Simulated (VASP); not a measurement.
Input of a VASP 6.6.1 run:

File INCAR:

```
PREC = Accurate
ENCUT = 520
EDIFF = 1E-6
ISMEAR = -1
SIGMA = 0.01
LREAL = False
LASPH = True
NELM = 60
ALGO = Normal
ISIF = 2
LWAVE = False
LCHARG = False
GGA = PE
NBANDS = 11
```

The input KPOINTS:

```
Automatic mesh
0
Gamma
  13 13 13
```

POSCAR

```
BN
1.0
    0.0000000000      1.8120551922      1.8120551922
    1.8120551922      0.0000000000      1.8120551922
    1.8120551922      1.8120551922      0.0000000000
B N
1 1
Direct
    0.0000000000      0.0000000000      0.0000000000
    0.2500000000      0.2500000000      0.2500000000
```

Potentials or basis: VASP PAW PBE potentials, release 64 (B, N).

Command:

```bash
$ cat potpaw_PBE.64/B/POTCAR potpaw_PBE.64/N/POTCAR > POTCAR
$ mpirun -np 1 vasp_std > vasp.out
```

Problem. Predict the band gap on the k mesh.

Solution. 4.53 eV, indirect (least direct gap 8.78 eV).

Problem. Estimate the pressure.

Solution. 0.4 GPa.

A k mesh can miss the band edges.
